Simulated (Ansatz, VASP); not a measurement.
## One calculation of K, two programs

File INCAR:

```
SYSTEM = K
PREC = Accurate ; ENCUT = 520
EDIFF = 1E-6 ; ISMEAR = 0
SIGMA = 0.1 ; LREAL = .False.
LASPH = .True. ; NELM = 60
ALGO = Fast ; ISIF = 2
LWAVE = .False. ; LCHARG = .False.
GGA = PE ; NBANDS = 16
```

Contents of KPOINTS:

```
regular mesh
0
Gamma
  12 12 12
  0 0 0
```

Contents of POSCAR:

```
K
1.0
   -2.2134747521      2.2134747521      7.8240433668
    2.2134747521     -2.2134747521      7.8240433668
    2.2134747521      2.2134747521     -7.8240433668
K
2
Direct
    0.2500000000      0.7500000000      0.5000000000
    0.5000000000      0.5000000000      0.0000000000
```

Input for Ansatz:

```yaml
crystal:
  lattice:
    - [-2.2134747521, 2.2134747521, 7.8240433668]
    - [2.2134747521, -2.2134747521, 7.8240433668]
    - [2.2134747521, 2.2134747521, -7.8240433668]
  atoms:
    - { symbol: K, position: [0.25, 0.75, 0.5] }
    - { symbol: K, position: [0.5, 0.5, 0.0] }
basis:
  ecutwfc: 420
kpoints:
  mp_grid: { grid: [12, 12, 12] }
hamiltonian:
  xc: pbe
scf:
  occupations: { method: gaussian, width: 0.1 }
output:
  forces: true
  stress: true
  eigenvalues: true
  write_density: true
  write_potential: true
  elf: true
  volumetric_format: npy
```

Alike in both runs: task single point; functional PBE; k mesh 12 × 12 × 12; occupations gaussian, width 0.1 eV; no spin polarisation.

|  | VASP | Ansatz |
| --- | --- | --- |
| version | VASP 6.6.1 | Ansatz 0.2.0 |
| potentials or method | VASP PAW PBE potentials, release 64 (K_sv), cutoff 520 eV | scalar-relativistic, plane waves, PAW |
| valence electrons in the cell | 18 | 18 |

|  | VASP | Ansatz | Ansatz less VASP |
| --- | --- | --- | --- |
| gap on the k mesh at the Fermi level (eV) | none | none | - |
| pressure (GPa) | 0.0 | 0.0 | +0.01 |
| traceless stress, the component that is largest in VASP (GPa) | 0.13 | 0.13 | 0.000 |

A gap of «none» marks a metal or a gap that the smearing closes. The functional is the same, so the differences come from potentials, cutoffs and numerics.
